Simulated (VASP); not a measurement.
# Ag (Fm-3m) in VASP: further runs, part 2 of 2

VASP 6.6.1. The steps go on from the part before.

### Step 5. Single point, PBE

INCAR reads:

```
  PREC = Accurate
  ENCUT = 520
  EDIFF = 1E-6
  ISMEAR = -1
  SIGMA = 0.06122561905347299
  LREAL = F
  LASPH = T
  NELM = 80
  ALGO = Normal
  ISIF = 2
  LWAVE = F
  LCHARG = F
  GGA = PE
  NBANDS = 12
```

KPOINTS reads:

```
regular mesh
0
Gamma
  45 45 45
```

POSCAR reads:

```
Ag
1.0
    0.0000000000      2.1145503012      2.1145503012
    2.1145503012      0.0000000000      2.1145503012
    2.1145503012      2.1145503012      0.0000000000
Ag
1
Direct
    0.0000000000      0.0000000000      0.0000000000
```

Potentials or basis: VASP PAW PBE potentials, release 64 (Ag).

The run is started by

```
$ cat potpaw_PBE.64/Ag/POTCAR > POTCAR
$ mpirun -np 1 vasp_std > vasp.out
```

OUTCAR:

```text
PREC = Accurate
   ENCUT = 520
   EDIFF = 1E-6
   ISMEAR = -1
   LREAL = F
   LASPH = T
   NELM = 80
   ISIF = 2
   GGA = PE

 ion  position               nearest neighbor table
   1  0.000  0.000  0.000-

  LATTYP: Found a face centered cubic cell.
 ALAT       =     4.2291006024

  Lattice vectors:

 A1 = (   0.0000000000,   2.1145503012,   2.1145503012)
 A2 = (   2.1145503012,   0.0000000000,   2.1145503012)
 A3 = (   2.1145503012,   2.1145503012,   0.0000000000)

Analysis of symmetry for initial positions (statically):
=====================================================================
 Subroutine PRICEL returns:
 Original cell was already a primitive cell.

 Routine SETGRP: Setting up the symmetry group for a
 face centered cubic supercell.

 Subroutine GETGRP returns: Found 48 space group operations
 (whereof 48 operations were pure point group operations)
 out of a pool of 48 trial point group operations.

The static configuration has the point symmetry O_h .

Analysis of symmetry for dynamics (positions and initial velocities):
[... 160 lines left out ...]
 fundamental gap:      0.0078597860
 Fermi energy:         7.1138757486

 k-point     1 :       0.0000    0.0000    0.0000
  band No.  band energies     occupation
      1       0.0339      2.00000
      2       2.6134      2.00000
      3       2.6134      2.00000
      4       2.6134      2.00000
      5       3.4723      2.00000
      6       3.4723      2.00000
      7      22.8370      0.00000
      8      25.8037      0.00000
      9      25.8037      0.00000
     10      25.8037      0.00000
     11      30.3817      0.00000
     12      30.9236      0.00000
[... 331 lines left out ...]
 k-point    24 :       0.0222    0.0222    0.0000
  band No.  band energies     occupation
      1       0.0530      2.00000
      2       2.6066      2.00000
      3       2.6198      2.00000
      4       2.6198      2.00000
      5       3.4655      2.00000
      6       3.4752      2.00000
      7      22.8379      0.00000
      8      25.7171      0.00000
      9      25.7396      0.00000
     10      25.7396      0.00000
     11      30.5035      0.00000
     12      30.9038      0.00000

 [... further k-points ...]
[... 5 lines left out ...]
  --------------------------------------------------------------------------------------
  -------------------------------------------------------------------------------------
  Total       -0.5365569     -0.5365569     -0.5365569     -0.0000000      0.0000000     -0.0000000
  in kB      -45.4613459    -45.4613459    -45.4613459     -0.0000000      0.0000000     -0.0000000
  external PRESSURE =     -45.4613459 kB  Pullay stress =       0.0000000 kB

 VOLUME and BASIS-vectors are now :
 -----------------------------------------------------------------------------
  energy-cutoff  :      520.00
  volume of cell :       18.91
      direct lattice vectors                 reciprocal lattice vectors
     0.000000000  2.114550301  2.114550301    -0.236456896  0.236456896  0.236456896
     2.114550301  0.000000000  2.114550301     0.236456896 -0.236456896  0.236456896
     2.114550301  2.114550301  0.000000000     0.236456896  0.236456896 -0.236456896

 POSITION                                       TOTAL-FORCE (eV/Angst)
 -----------------------------------------------------------------------------------
      0.00000      0.00000      0.00000         0.000000      0.000000      0.000000
 -----------------------------------------------------------------------------------
    total drift:                               -0.000000      0.000000     -0.000000

  FREE ENERGIE OF THE ION-ELECTRON SYSTEM (eV)
  ---------------------------------------------------
  free  energy   TOTEN  =        -2.7033961518 eV

  energy  without entropy=       -2.6998463873  energy(sigma->0) =       -2.70162127
```

Wall time 2.6 min (1 thread of Intel Xeon Platinum 8488C (Sapphire Rapids), shared host); peak memory 0.58 GiB.

What came out:

| Item | Value |
| --- | --- |
| Free energy | -2.7034 eV |
| Pressure | -4.5 GPa |

### Step 6. Single point, PBE

This run uses another cell than the first one, of 17.48 Å³/atom, 0.925 times its volume.

INCAR reads:

```
PREC = Accurate
ENCUT = 520
EDIFF = 1E-6
ISMEAR = -1
SIGMA = 0.06122561905347299
LREAL = False
LASPH = True
NELM = 60
ALGO = Normal
ISIF = 2
LWAVE = False
LCHARG = True
GGA = PE
LELF = True
LVHAR = True
NBANDS = 12
```

KPOINTS reads:

```
Automatic mesh
0
Gamma
  45 45 45
```

POSCAR reads:

```
Ag
1.0
    0.0000000000      2.0599566960      2.0599566960
    2.0599566960      0.0000000000      2.0599566960
    2.0599566960      2.0599566960      0.0000000000
Ag
1
Direct
    0.0000000000      0.0000000000      0.0000000000
```

Potentials or basis: VASP PAW PBE potentials, release 64 (Ag).

The run is started by

```
$ cat potpaw_PBE.64/Ag/POTCAR > POTCAR
$ mpirun -np 1 vasp_std > vasp.out
```

It took 4.3 min on 1 thread of Intel Xeon Platinum 8488C (Sapphire Rapids), shared host; peak memory 0.55 GiB.

The run converged. Its results:

```yaml
Free_energy: -2.7175 eV
Pressure: 1.8 GPa
```

Levels at points of the mesh, in eV from the Fermi level:
| k point | band 3 | band 4 | band 5 | band 6 | band 7 | band 8 | band 9 | band 10 |
| --- | --- | --- | --- | --- | --- | --- | --- | --- |
| (0.00, 0.00, 0.00) | -4.76 | -4.76 | -3.77 | -3.77 | 15.93 | 19.36 | 19.36 | 19.36 |

### Step 7. Overview

| cell | k mesh | gap on the mesh (eV) | pressure (GPa) |
| --- | --- | --- | --- |
| a = 2.990 Å, angles 60.0°, 1 atom | 23 × 23 × 23 | none | -4.5 |
| a = 2.893 Å, angles 60.0°, 1 atom | 45 × 45 × 45 | none | 4.0 |
| a = 2.990 Å, angles 60.0°, 1 atom | 45 × 45 × 45 | none | -4.5 |
| a = 2.913 Å, angles 60.0°, 1 atom | 45 × 45 × 45 | none | 1.8 |

Alike in all rows: task single point; level PBE; potentials or basis VASP PAW PBE potentials, release 64 (Ag); no spin polarisation; cutoff (eV) 520; smearing fermi-dirac 0.0612256 eV.

Total energies depend on the potentials used, so only differences within one code and one set of settings carry meaning.
